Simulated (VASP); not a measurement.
NaF: dielectric tensor with r2SCAN

NaF:

```
CELL_PARAMETERS angstrom
0.00000 2.29724 2.29724
2.29724 0.00000 2.29724
2.29724 2.29724 0.00000
ATOMIC_POSITIONS crystal
Na 0.00000 0.00000 0.00000
F 0.50000 0.50000 0.50000
```

```yaml
Program: VASP 6.6.1
Task: dielectric tensor
Functional: r2SCAN
Potentials_or_basis: VASP PAW PBE potentials, release 64 (Na_pv, F)
Cutoff: 520 eV
k_mesh: 8 × 8 × 8
Occupations: gaussian, width 0.01 eV
Spin: no spin polarisation
Dipole_correction: no
Further_INCAR_settings: ALGO = Normal; EDIFF = 1e-08
```

```
Band gap on the k mesh                  : 7.32 eV
Electronic dielectric tensor (diagonal) : 1.80
Born charges (mean of the diagonal)     : Na +0.98; F -0.98 e
```

Levels at points of the mesh, in eV from the valence-band top:
| k point | band 5 | band 6 | band 7 | band 8 | band 9 | band 10 |
| --- | --- | --- | --- | --- | --- | --- |
| (0.00, 0.00, 0.00) | 0.00 | 0.00 | 0.00 | 7.32 | 19.97 | 19.97 |
| (0.50, 0.00, 0.00) | -1.61 | -0.28 | -0.28 | 11.80 | 13.64 | 21.70 |
| (0.50, 0.50, 0.00) | -1.30 | -0.41 | -0.41 | 14.01 | 14.29 | 15.11 |

Electronic dielectric tensor:
```
1.80 0.00 0.00
0.00 1.80 0.00
0.00 0.00 1.80
```

Born effective charge tensors (e):
atom 1, Na
```
0.98 0.00 0.00
0.00 0.98 0.00
0.00 0.00 0.98
```
atom 2, F
```
-0.98  0.00  0.00
 0.00 -0.98  0.00
 0.00  0.00 -0.98
```

Dipole moments of the cell (e·Å, modulo the quantum): ionic -16.081, -16.081, -16.081; electronic 0.000, 0.000, 0.001

Run time: 7.3 min on 1 thread of Intel(R) Xeon(R) 6975P-C (Granite Rapids), on a shared host, peak memory 0.29 GiB.

Caveat: the PAW data sets were made with another functional, which shifts forces and pressure a little. r2SCAN opens gaps a little over a GGA but as a rule still falls short of measured ones.
